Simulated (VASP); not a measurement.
HfC, 2 atoms in the cell. It takes space group Fm-3m (No. 225, cubic). Conventional cell: a = 4.679 Å, b = 4.679 Å, c = 4.679 Å, α = 90.00°, β = 90.00°, γ = 90.00°. Hf (site symmetry m-3m) has 6 C at 2.34 Å within 3.1 Å. Within 3.1 Å of C (site symmetry m-3m) lie 6 Hf at 2.34 Å. 

* Program: VASP 6.6.1
* Task: single point
* Functional: RPBE
* Potentials or basis: VASP PAW PBE potentials, release 64 (Hf_pv, C)
* Cutoff: 520 eV
* k mesh: 10 × 10 × 10
* Occupations: fermi-dirac, width 0.05 eV
* Spin: no spin polarisation
* Dipole correction: no
* Further INCAR settings: ALGO = Normal; EDIFF = 1e-07; NBANDS = 14

Potentials or basis: VASP PAW PBE potentials, release 64 (Hf_pv, C).

Command:

```console
$ cat potpaw_PBE.64/Hf_pv/POTCAR potpaw_PBE.64/C/POTCAR > POTCAR
$ mpirun -np 1 vasp_std > vasp.out
```

Hardware: 1 thread of AMD EPYC 7R13 Processor (Zen 3), with other jobs on the host.

Q: How long does it take, and how much memory?

A: Wall time 16 s on 1 thread of AMD EPYC 7R13 Processor (Zen 3), with other jobs on the host, peak memory 0.13 GiB. Counts: scf iterations 14, k points 47.
